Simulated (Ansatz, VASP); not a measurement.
## AlN in VASP and in Ansatz

Contents of INCAR:

```
SYSTEM = AlN
ALGO = Normal
EDIFF = 1E-7
ENCUT = 520
GGA = VW
ISIF = 2
ISMEAR = -1
LASPH = .TRUE.
LCHARG = .TRUE.
LELF = .TRUE.
LREAL = .FALSE.
LVHAR = .TRUE.
LWAVE = .FALSE.
NBANDS = 11
NELM = 80
PREC = Accurate
SIGMA = 0.05
```

Contents of KPOINTS:

```
k-points
0
G
  10 10 10
  0 0 0
```

Contents of POSCAR:

```
AlN
1.0
    0.0000000000      2.1839935596      2.1839935596
    2.1839935596      0.0000000000      2.1839935596
    2.1839935596      2.1839935596      0.0000000000
Al N
1 1
Direct
    0.0000000000      0.0000000000      0.0000000000
    0.2500000000      0.2500000000      0.2500000000
```

File input.yaml:

```yaml
crystal:
  lattice:
    - [0.0, 2.1839935596, 2.1839935596]
    - [2.1839935596, 0.0, 2.1839935596]
    - [2.1839935596, 2.1839935596, 0.0]
  atoms:
    - { symbol: Al, position: [0.0, 0.0, 0.0] }
    - { symbol: "N", position: [0.25, 0.25, 0.25] }
hamiltonian:
  xc: { exchange: slater, correlation: vwn5 }
  pseudopotentials: { kind: paw }
kpoints:
  mp_grid: { grid: [10, 10, 10] }
scf:
  occupations: { method: fermi_dirac, width: 0.05 }
output:
  forces: true
  stress: true
  eigenvalues: true
  write_density: true
  write_potential: true
  elf: true
  volumetric_format: npy
```

Alike in both runs: task single point; functional SVWN5; k mesh 10 × 10 × 10; occupations fermi-dirac, width 0.05 eV; no spin polarisation.

```csv
,VASP,Ansatz
version,VASP 6.6.1,Ansatz 0.2.0
potentials or method,"VASP PAW PBE potentials, release 64 (Al, N)",Ansatz PAW
plane-wave cutoff (eV),520,420
valence electrons in the cell,8,8
```

```tsv
	VASP	Ansatz	Ansatz less VASP
gap on the k mesh at the Fermi level (eV)	3.23	3.25	+0.016
least direct gap on the mesh (eV)	4.23	4.23	+0.006
pressure (GPa)	-2.9	-3.7	-0.83
```

VASP's potentials were made for PBE, not for SVWN5. The functional is the same, so the differences come from potentials, cutoffs and numerics.
